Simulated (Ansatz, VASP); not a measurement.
# Zr3SiO8: VASP beside Ansatz

```
CELL_PARAMETERS angstrom
5.14254 0.00000 0.00000
0.00000 5.14254 0.00000
0.00000 0.00000 5.23491
ATOMIC_POSITIONS crystal
Zr 0.50000 0.00000 0.00000
Zr 0.00000 0.50000 0.00000
Zr 0.00000 0.00000 0.50000
Si 0.50000 0.50000 0.50000
O 0.75000 0.25000 0.20300
O 0.25000 0.75000 0.20300
O 0.75000 0.25000 0.70300
O 0.25000 0.75000 0.70300
O 0.75000 0.75000 0.29700
O 0.25000 0.25000 0.29700
O 0.75000 0.75000 0.79700
O 0.25000 0.25000 0.79700
```

Alike in both runs: task single point; functional PBE; k mesh 4 × 4 × 4; occupations gaussian, width 0.1 eV; no spin polarisation.

```csv
,VASP,Ansatz
version,VASP 6.6.1,Ansatz 0.2.0
potentials or method,"VASP PAW PBE potentials, release 64 (Zr_sv, Si, O), cutoff 520 eV","scalar-relativistic, plane waves, PAW"
valence electrons in the cell,88,88
```

|  | VASP | Ansatz | Ansatz less VASP |
| --- | --- | --- | --- |
| gap on the k mesh at the Fermi level (eV) | 1.49 | 1.50 | +0.009 |
| least direct gap on the mesh (eV) | 1.56 | 1.57 | +0.008 |
| pressure (GPa) | -12.2 | -12.4 | -0.26 |
| traceless stress, the component that is largest in VASP (GPa) | 4.02 | 4.07 | +0.046 |
| rms of the force components (eV/Å) | 0.923 | 0.923 | -0.0005 |

Atom by atom the forces differ by 0.008 eV/Å (rms over components).
